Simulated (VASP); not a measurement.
# BP in VASP: further runs

BP is run at these levels: PBE; tasks: single point, relaxation of cell and atoms.

Program: VASP 6.6.1. These are calculated values, not measurements. Logs are shortened: lines on timing, memory, paths and dates and some standing lists are left out, and cuts for length are marked.

**1. The cell of the first run**

The typed cell holds 2 atoms: a = 2.864 Å, b = 2.864 Å, c = 3.406 Å, α = 90.00°, β = 90.00°, γ = 90.00°.

**2. Single point, PBE**

File INCAR:

```
SYSTEM = BP
PREC     = Accurate       ! precision mode
ENCUT    = 520            ! plane-wave cutoff, eV
EDIFF    = 1E-6           ! SCF threshold, eV
ISMEAR   = 0              ! smearing method
SIGMA    = 0.1            ! smearing width, eV
LREAL    = .FALSE.        ! projectors in reciprocal space
LASPH    = .TRUE.         ! aspherical terms in the spheres
NELM     = 80             ! most SCF steps
ALGO     = Normal         ! electronic algorithm
ISIF     = 2              ! what is computed and relaxed
LWAVE    = .FALSE.        ! write WAVECAR
LCHARG   = .FALSE.        ! write CHGCAR
GGA      = PE             ! functional
NBANDS   = 11             ! bands
```

File KPOINTS:

```
regular mesh
0
G
  8 8 4
  0 0 0
```

File POSCAR:

```
BP
1.0
    2.0249871746     -2.0248128649      0.0000000000
    2.0249871746      2.0248128649      0.0000000000
    0.0000000000      0.0000000000      3.4064602270
B P
1 1
Direct
    0.0000000000      0.0000000000      0.5000000000
    0.5000000000      0.5000000000      0.5000000000
```

Potentials or basis: VASP PAW PBE potentials, release 64 (B, P).

Started as:

```
$ cat potpaw_PBE.64/B/POTCAR potpaw_PBE.64/P/POTCAR > POTCAR
$ mpirun -np 1 vasp_std > vasp.out
```

OUTCAR:

```text
SYSTEM = BP
   PREC = Accurate
   ENCUT = 520
   EDIFF = 1E-6
   ISMEAR = 0
   LREAL = .FALSE.
   LASPH = .TRUE.
   NELM = 80
   ISIF = 2
   GGA = PE

 ion  position               nearest neighbor table
   1  0.000  0.000  0.500-   2 2.02   2 2.02   2 2.02   2 2.02
   2  0.500  0.500  0.500-   1 2.02   1 2.02   1 2.02   1 2.02

  LATTYP: Found a base centered orthorhombic cell.
 ALAT       =     4.0496257298
 B/A-ratio  =     1.0000860868
 C/A-ratio  =     0.8411790260

  Lattice vectors:

 A1 = (  -2.0249871746,  -2.0248128649,   0.0000000000)
 A2 = (   2.0249871746,  -2.0248128649,   0.0000000000)
 A3 = (   0.0000000000,   0.0000000000,   3.4064602270)

Analysis of symmetry for initial positions (statically):
=====================================================================
 Subroutine PRICEL returns:
 Original cell was already a primitive cell.

 Routine SETGRP: Setting up the symmetry group for a
 base centered orthorhombic supercell.

 Subroutine GETGRP returns: Found  8 space group operations
 (whereof  8 operations were pure point group operations)
 out of a pool of  8 trial point group operations.

The static configuration has the point symmetry D_2h.

Analysis of symmetry for dynamics (positions and initial velocities):
=====================================================================
 Subroutine PRICEL returns:
 Original cell was already a primitive cell.

 Routine SETGRP: Setting up the symmetry group for a
 base centered orthorhombic supercell.

 Subroutine GETGRP returns: Found  8 space group operations
 (whereof  8 operations were pure point group operations)
 out of a pool of  8 trial point group operations.

The dynamic configuration has the point symmetry D_2h.

 Subroutine INISYM returns: Found  8 space group operations
 (whereof  8 operations are pure point group operations),
 and found     1 'primitive' translations

----------------------------------------------------------------------------------------

                                     Primitive cell

  volume of cell :      27.9345

  direct lattice vectors                    reciprocal lattice vectors
     2.024987175 -2.024812865  0.000000000     0.246915144 -0.246936400  0.000000000
     2.024987175  2.024812865  0.000000000     0.246915144  0.246936400  0.000000000
     0.000000000  0.000000000  3.406460227     0.000000000  0.000000000  0.293559864

  length of vectors
     2.863641073  2.863641073  3.406460227     0.349205776  0.349205776  0.293559864

  position of ions in fractional coordinates (direct lattice)
     0.000000000  0.000000000  0.500000000
     0.500000000  0.500000000  0.500000000

  ion indices of the primitive-cell ions
   primitive index   ion index
                 1           1
                 2           2

----------------------------------------------------------------------------------------

 KPOINTS: regular mesh

Automatic generation of k-mesh.
 Grid dimensions read from file:
 generate k-points for:    8    8    4

 Generating k-lattice:

  Cartesian coordinates                     Fractional coordinates (reciprocal lattice)
     0.030864393 -0.030867050  0.000000000     0.125000000 -0.000000000  0.000000000
     0.030864393  0.030867050  0.000000000    -0.000000000  0.125000000  0.000000000
     0.000000000  0.000000000  0.073389966     0.000000000  0.000000000  0.250000000

  Length of vectors
     0.043650722  0.043650722  0.073389966

  Shift w.r.t. Gamma in fractional coordinates (k-lattice)
     0.000000000  0.000000000  0.000000000

 Subroutine IBZKPT returns following result:
 ===========================================

 Found     63 irreducible k-points:

 Following reciprocal coordinates:
            Coordinates               Weight
  0.000000  0.000000  0.000000      1.000000
  0.125000  0.000000  0.000000      4.000000
  0.250000  0.000000  0.000000      4.000000
  0.375000  0.000000  0.000000      4.000000
  0.500000  0.000000  0.000000      2.000000
  0.125000  0.125000  0.000000      2.000000
[... 16 lines left out ...]
  0.125000  0.000000  0.250000      8.000000
  0.250000  0.000000  0.250000      8.000000
 [... further k-points ...]
   k-points           NKPTS =     63   k-points in BZ     NKDIM =     63   number of bands    NBANDS=     11
   number of dos      NEDOS =    301   number of ions     NIONS =      2
   total plane-waves  NPLWV =  16128
   dimension x,y,z NGX =    24 NGY =   24 NGZ =   28
   dimension x,y,z NGXF=    48 NGYF=   48 NGZF=   56
   ions per type =               1   1
   NGX,Y,Z   is equivalent  to a cutoff of  13.93, 13.93, 13.66 a.u.
   NGXF,Y,Z  is equivalent  to a cutoff of  27.87, 27.87, 27.33 a.u.
 SYSTEM =  BP
   PREC   = accura    normal or accurate (medium, high low for compatibility)
   ISTART =      0    job   : 0-new  1-cont  2-samecut
   ICHARG =      2    charge: 1-file 2-atom 10-const
   ISPIN  =      1    spin polarized calculation?
   LNONCOLLINEAR =      F non collinear calculations
   LSORBIT =      F    spin-orbit coupling
   LASPH  =      T    aspherical Exc in radial PAW
   ENCUT  =  520.0 eV  38.22 Ry    6.18 a.u.   5.32  5.32  6.33*2*pi/ulx,y,z
   NELM   =     80;   NELMIN=  2; NELMDL= -5     # of ELM steps
   EDIFF  = 0.1E-05   stopping-criterion for ELM
   LREAL  =      F    real-space projection
   EDIFFG = 0.1E-04   stopping-criterion for IOM
   NSW    =      0    number of steps for IOM
   IBRION =     -1    ionic relax: 0-MD 1-quasi-New 2-CG
   NFREE  =      0    steps in history (QN), initial steepest desc. (CG)
   ISIF   =      2    stress and relaxation
   ISYM   =      2    0-nonsym 1-usesym 2-fastsym
   POTIM  = 0.5000    time-step for ionic-motion
   TEBEG  =    0.0;   TEEND  =   0.0 temperature during run
   PSTRESS=    0.0 pullay stress
   NELECT =       8.0000    total number of electrons
   NUPDOWN=      -1.0000    fix difference up-down
   EMIN   =  10.00;   EMAX   =-10.00  energy-range for DOS
   EFERMI =   0.00;   METHOD = LEGACY
   ISMEAR =     0;   SIGMA  =   0.10  broadening in eV -4-tet -1-fermi 0-gaus
   EFERMI_NEDOS =   21; number of points for ismear=-14 and -15
   IALGO  =     38    algorithm
   IMIX   =      4    mixing-type and parameters
     AMIX     =   0.40;   BMIX     =  1.00
     AMIX_MAG =   1.60;   BMIX_MAG =  1.00
  volume/ion in A,a.u.               =      13.97        94.26
  Fermi-wavevector in a.u.,A,eV,Ry     =   1.079091  2.039186 15.843127  1.164437
  Thomas-Fermi vector in A             =   2.215047
   LORBIT       =      0    0 simple, 1 ext, 2 COOP (PROOUT), +10 PAW based schemes
   GGA     = PE    functional components
   LHFCALC =     F    Hartree Fock is set to
   AEXX    =    0.0000 exact exchange contribution
   IVDW    =     0    specifies the selected vdW correction
   LEPSILON=     F    determine dielectric tensor
   LRPA    =     F    only Hartree local field effects (RPA)
 non-spin polarized calculation
 Gauss-broadening in eV      SIGMA  =   0.10
  energy-cutoff  :      520.00
  volume of cell :       27.93
 maximum number of plane-waves:       773
 NGX is ok and might be reduce to    24
   NGX = 11   NGY = 11   NGZ = 13

 number of electron       8.0000000 magnetization

 Free energy of the ion-electron system (eV)
  ---------------------------------------------------
  ext. energy  EPLUGINS =         0.00000000
  ---------------------------------------------------
  free energy    TOTEN  =       -10.28148791 eV

  energy without entropy =      -10.27888718  energy(sigma->0) =      -10.28018755

 E-fermi :   5.3343     XC(G=0): -10.1153

 val. band max:        5.2434891263   @ k =  -0.3750   0.2500   0.0000
 cond. band min:       5.3388517825   @ k =   0.5000   0.1250   0.2500
 fundamental gap:      0.0953626562
 Fermi energy:         5.3343263279

 k-point     1 :       0.0000    0.0000    0.0000
  band No.  band energies     occupation
      1      -9.5340      2.00000
      2       2.6978      2.00000
      3       3.6279      2.00000
      4       3.6299      2.00000
      5       8.4115      0.00000
      6       9.7378      0.00000
      7      10.5272      0.00000
      8      13.7841      0.00000
      9      18.4413      0.00000
     10      18.4461      0.00000
     11      20.5232      0.00000

 k-point     2 :       0.1250    0.0000    0.0000
  band No.  band energies     occupation
      1      -9.2922      2.00000
      2       2.0312      2.00000
      3       2.9469      2.00000
      4       3.8774      2.00000
      5       8.7557      0.00000
      6      10.1220      0.00000
      7      12.1648      0.00000
      8      12.9201      0.00000
      9      15.8501      0.00000
     10      17.9429      0.00000
     11      20.5050      0.00000

 k-point     3 :       0.2500    0.0000    0.0000
  band No.  band energies     occupation
      1      -8.5781      2.00000
      2      -0.6190      2.00000
      3       3.6890      2.00000
      4       4.6192      2.00000
      5       9.2262      0.00000
      6      10.8890      0.00000
      7      10.9248      0.00000
      8      12.7275      0.00000
      9      15.5037      0.00000
     10      16.9119      0.00000
     11      20.5777      0.00000

 k-point     4 :       0.3750    0.0000    0.0000
  band No.  band energies     occupation
      1      -7.4557      2.00000
      2      -3.0392      2.00000
      3       4.9032      2.00000
      4       5.8297      0.00000
      5       8.6880      0.00000
      6       9.7141      0.00000
      7      10.0484      0.00000
      8      12.1000      0.00000
      9      15.5546      0.00000
     10      16.5122      0.00000
     11      21.3742      0.00000
[... 239 lines left out ...]
 k-point    22 :       0.0000    0.0000    0.2500
  band No.  band energies     occupation
      1      -9.2313      2.00000
      2       0.5462      2.00000
      3       3.7574      2.00000
      4       3.7594      2.00000
      5       9.2519      0.00000
      6      10.7886      0.00000
      7      12.8460      0.00000
      8      13.2741      0.00000
      9      18.2661      0.00000
     10      18.2677      0.00000
     11      18.8241      0.00000

 k-point    23 :       0.1250    0.0000    0.2500
  band No.  band energies     occupation
      1      -8.9913      2.00000
      2       0.8032      2.00000
      3       2.2142      2.00000
      4       4.0059      2.00000
      5       9.6492      0.00000
      6      11.7818      0.00000
      7      12.4616      0.00000
      8      13.4885      0.00000
      9      15.9576      0.00000
     10      17.9019      0.00000
     11      18.5345      0.00000

 k-point    24 :       0.2500    0.0000    0.2500
  band No.  band energies     occupation
      1      -8.2828      2.00000
      2      -0.3910      2.00000
      3       1.5701      2.00000
      4       4.7446      2.00000
      5       9.1253      0.00000
      6      10.5813      0.00000
      7      12.8472      0.00000
      8      13.8138      0.00000
      9      16.0771      0.00000
     10      17.1899      0.00000
     11      18.6137      0.00000

 [... further k-points ...]
[... 5 lines left out ...]
  --------------------------------------------------------------------------------------
  -------------------------------------------------------------------------------------
  Total       -0.0705570     -0.0645323     -0.0192996      0.0000000      0.0000000      0.0000000
  in kB       -4.0467838     -3.7012411     -1.1069238      0.0000000      0.0000000      0.0000000
  external PRESSURE =      -2.9516496 kB  Pullay stress =       0.0000000 kB

 VOLUME and BASIS-vectors are now :
 -----------------------------------------------------------------------------
  energy-cutoff  :      520.00
  volume of cell :       27.93
      direct lattice vectors                 reciprocal lattice vectors
     2.024987175 -2.024812865  0.000000000     0.246915144 -0.246936400  0.000000000
     2.024987175  2.024812865  0.000000000     0.246915144  0.246936400  0.000000000
     0.000000000  0.000000000  3.406460227     0.000000000  0.000000000  0.293559864

 POSITION                                       TOTAL-FORCE (eV/Angst)
 -----------------------------------------------------------------------------------
      0.00000      0.00000      1.70323         0.000000      0.000000      0.000000
      2.02499      0.00000      1.70323        -0.000000     -0.000000      0.000000
 -----------------------------------------------------------------------------------
    total drift:                               -0.000000     -0.000000     -0.000000

  FREE ENERGIE OF THE ION-ELECTRON SYSTEM (eV)
  ---------------------------------------------------
  free  energy   TOTEN  =       -10.2814879138 eV

  energy  without entropy=      -10.2788871835  energy(sigma->0) =      -10.28018755
```

It took 5.8 s on 1 thread of Intel Xeon 6975P-C (Granite Rapids), shared host; peak memory 0.14 GiB.

Results:

```yaml
Free_energy: -10.2815 eV
Pressure: -0.3 GPa
Band_gap_on_the_k_mesh: zero (band 4 reaches 6.93 eV, above the bottom of band 5 at 3.50 eV)
```

Caveat: the k points lie up to 0.46 Å⁻¹ apart.

**3. Relaxation of cell and atoms, PBE**

File INCAR:

```
ALGO = Normal
EDIFF = 1E-7
EDIFFG = -0.04
ENCUT = 600
GGA = PE
IBRION = 2
ISIF = 3
ISMEAR = 0
LASPH = T
LCHARG = F
LREAL = F
LWAVE = F
NELM = 60
NSW = 90
PREC = Accurate
SIGMA = 0.1
```

File KPOINTS:

```
k-points
0
Gamma
  6 6 6
```

File POSCAR:

```
BP
1.0
    2.8636410730      0.0000000000      0.0000000000
    0.0000000000      2.8636410730      0.0000000000
    0.0000000000      0.0000000000      3.4064602270
B P
1 1
Direct
    0.0000000000      0.0000000000      0.5000000000
    0.5000000000      0.5000000000      0.5000000000
```

Potentials or basis: VASP PAW PBE potentials, release 64 (B, P).

Started as:

```
$ cat potpaw_PBE.64/B/POTCAR potpaw_PBE.64/P/POTCAR > POTCAR
$ mpirun -np 1 vasp_std > vasp.out
```

Run time: 50 s. Hardware: 1 thread of Intel Xeon 6975P-C (Granite Rapids), shared host; peak memory 0.13 GiB.

It converged, with:

- Free energy: -10.5583 eV
- Relaxed volume: 10.83 Å³/atom
- Relaxed cell: a = 2.911 Å, b = 2.911 Å, c = 2.555 Å, α = 90.00°, β = 90.00°, γ = 90.00°
- Space group after relaxing (to 0.05 Å): P4/mmm (No. 123)
- Energy gained by relaxing: 165.3 meV/atom
- Ionic steps: 28
- Pressure after relaxing: 0.0 GPa
- Band gap on the k mesh: zero (band 4 reaches 11.65 eV, above the bottom of band 5 at 5.39 eV)

Stress tensor (GPa, compression positive):
```
 0.31  0.00  0.00
 0.00  0.31  0.00
 0.00  0.00 -0.51
```

The path:
| step | energy change (eV) | largest force (eV/Å) | pressure (GPa) | volume (Å³) |
| --- | --- | --- | --- | --- |
| 1 | 0.0000 | 0.0000 | -0.02 | 27.93 |
| 2 | -0.0031 | 0.0000 | -1.19 | 27.93 |
| 3 | -0.0035 | 0.0000 | -1.69 | 27.92 |
| 4 | -0.0059 | 0.0000 | -1.37 | 27.70 |
| 5 | -0.0148 | 0.0000 | -0.42 | 27.03 |
| 6 | -0.0526 | 0.0000 | 1.19 | 25.71 |
| 7 | -0.1355 | 0.0000 | 4.60 | 23.11 |
| 8 | -0.0326 | 0.0000 | 32.63 | 18.11 |
| 9 | -0.2260 | 0.0000 | 6.65 | 21.83 |
| 10 | -0.2514 | 0.0000 | 15.41 | 19.95 |
| 11 | -0.2650 | 0.0000 | 10.84 | 20.77 |
| 12 | -0.2658 | 0.0000 | 11.51 | 20.64 |
| 13 | -0.2661 | 0.0000 | 11.61 | 20.61 |
| 14 | -0.2666 | 0.0000 | 11.90 | 20.55 |
| 15 | -0.2667 | 0.0000 | 12.52 | 20.41 |
| 16 | -0.2668 | 0.0000 | 12.24 | 20.47 |
| 17 | -0.2675 | 0.0000 | 12.16 | 20.48 |
| 18 | -0.2696 | 0.0000 | 11.92 | 20.50 |
| 19 | -0.2736 | 0.0000 | 11.46 | 20.54 |
| 20 | -0.2811 | 0.0000 | 10.54 | 20.61 |
| 21 | -0.2944 | 0.0000 | 8.77 | 20.76 |
| 22 | -0.3140 | 0.0000 | 5.42 | 21.06 |
| 23 | -0.3296 | 0.0000 | 0.24 | 21.66 |
| 24 | -0.3299 | 0.0000 | -0.31 | 21.74 |
| 25 | -0.3299 | 0.0000 | -0.50 | 21.77 |
| 26 | -0.3300 | 0.0000 | -0.45 | 21.76 |
| 27 | -0.3303 | 0.0000 | -0.29 | 21.72 |
| 28 | -0.3307 | 0.0000 | 0.04 | 21.66 |

Final structure:
```yaml
crystal:
  lattice:
    - [2.91145, 0.00000, 0.00000]
    - [0.00000, 2.91145, 0.00000]
    - [0.00000, 0.00000, 2.55477]
  atoms:
    - { symbol: B, position: [0.00000, 0.00000, 0.50000] }
    - { symbol: P, position: [0.50000, 0.50000, 0.50000] }
```

Levels at points of the mesh, in eV from the Fermi level:
| k point | band 2 | band 3 | band 4 | band 5 | band 6 | band 7 |
| --- | --- | --- | --- | --- | --- | --- |
| (0.00, 0.00, 0.00) | -2.88 | -2.88 | 0.52 | 2.29 | 3.84 | 8.05 |
| (0.50, 0.00, 0.00) | -11.05 | 0.75 | 1.39 | 3.08 | 5.52 | 5.92 |
| (0.50, 0.50, 0.00) | -8.35 | -8.35 | -6.49 | 6.98 | 7.27 | 12.17 |
| (0.00, 0.00, 0.50) | -8.54 | -1.04 | -1.04 | 3.31 | 5.88 | 6.51 |
| (0.50, 0.00, 0.50) | -8.06 | -5.42 | -3.58 | 2.17 | 3.55 | 7.37 |
| (0.50, 0.50, 0.50) | -6.11 | -6.11 | -3.65 | -3.18 | -0.98 | 2.98 |

Caveat: the k points lie up to 0.41 Å⁻¹ apart in the final cell; the volume moved by over 15 % at a fixed basis, so the end points are rough; this functional lacks dispersion, which binds the layers, so the pressure and a relaxed spacing across them are unreliable.

(Continued in part 2 of 2.)
